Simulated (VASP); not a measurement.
Crystal: Ta4GeIr.

```
CELL_PARAMETERS angstrom
0.00000 3.80693 3.80693
3.80693 0.00000 3.80693
3.80693 3.80693 0.00000
ATOMIC_POSITIONS crystal
Ta 0.12493 0.62502 0.62502
Ta 0.62502 0.62502 0.12493
Ta 0.62502 0.62502 0.62502
Ta 0.62502 0.12493 0.62502
Ge 0.25000 0.25000 0.25000
Ir 0.00000 0.00000 0.00000
```

The cell was built from a structure type or drawn by symmetry, and may not be a known phase.

| Quantity | Value |
| --- | --- |
| Program | VASP 6.6.1 |
| Task | relaxation of cell and atoms |
| Functional | PBE |
| Potentials or basis | VASP PAW PBE potentials, release 64 (Ta_pv, Ge_d, Ir) |
| Cutoff | 600 eV |
| k mesh | 8 × 8 × 8 |
| Occupations | gaussian, width 0.1 eV |
| Spin | no spin polarisation |

At the start: pressure -1.0 GPa; volume 18.39 Å³/atom.

How do energy, volume and symmetry change on relaxing?

Over 3 steps the energy falls by 2.2 meV/atom and the volume is 18.27 Å³/atom (-0.7 %); space group F-43m (No. 216, to 0.1 Å) before and after.

The path:
```
step  energy change (eV)  largest force (eV/Å)  pressure (GPa)  volume (Å³)
   1              0.0000                0.5281           -0.99       110.35
   2              0.0161                0.8028            1.79       108.54
   3             -0.0134                0.0095            0.06       109.61
```

Final structure:
```
Ta Ge Ir
1.0
     0.00000    3.79840    3.79840
     3.79840    0.00000    3.79840
     3.79840    3.79840    0.00000
Ta Ge Ir
4 1 1
Direct
  0.12728 0.62424 0.62424
  0.62424 0.62424 0.12728
  0.62424 0.62424 0.62424
  0.62424 0.12728 0.62424
  0.25000 0.25000 0.25000
  0.00000 0.00000 0.00000
```
